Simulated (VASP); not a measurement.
Set up this calculation in VASP 6.6.1, as the native input.

```
Task                   : single point
Functional             : PBE
Potentials or basis    : VASP PAW PBE potentials, release 64 (Pb_d)
Cutoff                 : 520 eV
k mesh                 : 19 × 19 × 19
Occupations            : fermi-dirac, width 0.0612256 eV
Spin                   : no spin polarisation
Dipole correction      : no
Further INCAR settings : ALGO = Normal; EDIFF = 1e-06; NBANDS = 13
```

The structure of Pb lies in POSCAR:

```
Pb
1.0
    0.0000000000      2.5727675004      2.5727675004
    2.5727675004      0.0000000000      2.5727675004
    2.5727675004      2.5727675004      0.0000000000
Pb
1
Direct
    0.0000000000      0.0000000000      0.0000000000
```

The input as run:

INCAR

```
SYSTEM = Pb
PREC = Accurate
ENCUT = 520
EDIFF = 1E-6
ISMEAR = -1
SIGMA = 0.06122561905347299
LREAL = .FALSE.
LASPH = .TRUE.
NELM = 80
ALGO = Normal
ISIF = 2
LWAVE = .FALSE.
LCHARG = .FALSE.
GGA = PE
NBANDS = 13
```

KPOINTS

```
regular mesh
0
G
  19 19 19
  0 0 0
```

Potentials or basis: VASP PAW PBE potentials, release 64 (Pb_d).

Launch:

```bash
$ cat potpaw_PBE.64/Pb_d/POTCAR > POTCAR
$ mpirun -np 1 vasp_std > vasp.out
```

It gave:

```json
{
  "Pressure": "-2.2 GPa",
  "Band gap on the k mesh": "zero (bands 7 and 8 overlap by 7.96 eV)"
}
```

Caveat: spin-orbit coupling is left out, which moves the levels of the heavy elements.

It took 62 s on 1 thread of Intel(R) Xeon(R) 6975P-C (Granite Rapids), on a shared host, peak memory 0.22 GiB.
